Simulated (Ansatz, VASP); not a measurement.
**Lu in VASP and in Ansatz**

```
Lu
1.0
     0.00000    2.70237    2.70237
     2.70237    0.00000    2.70237
     2.70237    2.70237    0.00000
Lu
2
Cartesian
  -0.6756 -0.6756 -0.6756
  0.6756 0.6756 0.6756
```

Change from the starting cell: volume scaled by 0.43, LAPW.

Alike in both runs: task single point; functional PBEsol; k mesh 10 × 10 × 10; occupations fermi-dirac, width 0.05 eV; no spin polarisation.

```csv
,VASP,Ansatz
version,VASP 6.6.1,Ansatz 0.2.0
potentials or method,"VASP PAW PBE potentials, release 64 (Lu), cutoff 520 eV","all-electron LAPW, scalar-relativistic"
```

VASP gave:

```
pressure (GPa) : 39.0
```

What did Ansatz give for the same quantities?

Pressure (GPa): 35.7.

VASP's potentials were made for PBE, not for PBEsol. Both programs put the cell under a high pressure, so it lies far from rest at this level. Ansatz ran all-electron here, and VASP with PAW potentials.

Spin-orbit coupling is off throughout.
